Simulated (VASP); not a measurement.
Wanted: the native input for a VASP 6.6.1 run.

```yaml
Task: density of states
Functional: PBE
Potentials_or_basis: VASP PAW PBE potentials, release 64 (Hg)
Cutoff: 520 eV
k_mesh: 11 × 11 × 11
Occupations: fermi-dirac, width 0.05 eV
Spin: no spin polarisation
Dipole_correction: no
k_mesh_for_the_DOS: 17 × 17 × 17
Occupations_for_the_DOS: tetrahedron
Further_INCAR_settings: ALGO = Normal; EDIFF = 1e-06; NBANDS = 19
```

Crystal: Hg.

```
Hg
1.0
     0.00000    3.83609    3.83609
     3.83609    0.00000    3.83609
     3.83609    3.83609    0.00000
Hg
2
Cartesian
  -0.9590 -0.9590 -0.9590
  0.9590 0.9590 0.9590
```

These files were run (other wordings do the same):

POSCAR

```
Hg
1.0
    0.0000000000      3.8360862021      3.8360862021
    3.8360862021      0.0000000000      3.8360862021
    3.8360862021      3.8360862021      0.0000000000
Hg
2
Direct
   -0.1250000000     -0.1250000000     -0.1250000000
    0.1250000000      0.1250000000      0.1250000000
```

INCAR.step1

```
ALGO = Normal ; EDIFF = 1E-6
ENCUT = 520 ; GGA = PE
ISIF = 2 ; ISMEAR = -1
LASPH = T ; LCHARG = T
LREAL = F ; LWAVE = F
NBANDS = 19 ; NELM = 100
PREC = Accurate ; SIGMA = 0.05
```

KPOINTS.step1

```
k-points
0
Gamma
  11 11 11
```

INCAR.step2

```
ALGO = Normal ; EDIFF = 1E-6
ENCUT = 520 ; GGA = PE
ICHARG = 11 ; ISIF = 2
ISMEAR = -5 ; LASPH = T
LCHARG = F ; LORBIT = 10
LREAL = F ; LWAVE = F
NBANDS = 19 ; NEDOS = 2001
NELM = 100 ; PREC = Accurate
SIGMA = 0.05
```

KPOINTS.step2

```
k-points
0
Gamma
  17 17 17
```

Potentials or basis: VASP PAW PBE potentials, release 64 (Hg).

Command:

```bash
$ cat potpaw_PBE.64/Hg/POTCAR > POTCAR
$ cp INCAR.step1 INCAR
$ cp KPOINTS.step1 KPOINTS
$ mpirun -np 1 vasp_std > vasp.out
$ cp INCAR.step2 INCAR
$ cp KPOINTS.step2 KPOINTS
$ mpirun -np 1 vasp_std > vasp.out
```

Results of the run:

```
Valence electrons inside the program's atomic spheres : Hg 10.43
```

Caveat: spin-orbit coupling is left out, which moves the levels of the heavy elements.

Wall time 5.3 min on 1 thread of AMD EPYC 7R13 (shared host), peak memory 0.4 GiB.
